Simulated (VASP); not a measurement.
Here is a VASP 6.6.1 calculation.

INCAR

```
SYSTEM = AlAu2
PREC = Accurate
ENCUT = 520
EDIFF = 1E-6
ISMEAR = 0
SIGMA = 0.15
LREAL = .False.
LASPH = .True.
NELM = 60
ALGO = Fast
ISIF = 2
LWAVE = .False.
LCHARG = .False.
NBANDS = 20
```

The input KPOINTS:

```
regular mesh
0
Gamma
  16 16 16
  0 0 0
```

File POSCAR:

```
AlAu2
1.0
   -1.6672819666      1.6672819666      4.2514022866
    1.6672819666     -1.6672819666      4.2514022866
    1.6672819666      1.6672819666     -4.2514022866
Al Au
1 2
Direct
    0.0000000000      0.0000000000      0.0000000000
    0.6397166978      0.6397166978      0.0000000000
    0.3602833022      0.3602833022      0.0000000000
```

Potentials or basis: VASP PAW LDA potentials, release 64 (Al, Au).

Command:

```console
$ cat potpaw_LDA.64/Al/POTCAR potpaw_LDA.64/Au/POTCAR > POTCAR
$ mpirun -np 1 vasp_std > vasp.out
```

(1) Estimate the band gap on the k mesh.

(2) Predict the pressure.

(3) Predict the largest force.

Answers

(1) zero (an odd number of electrons rules out a gap without spin polarisation).

(2) 11.2 GPa.

(3) 5.365 eV/Å.

Caveat: the stress differs along the axes, from 0 to 33 GPa; spin-orbit coupling is left out, which moves the levels of the heavy elements; forces of over 1 eV/Å act on the atoms, so gaps and moduli don't describe the material at rest.
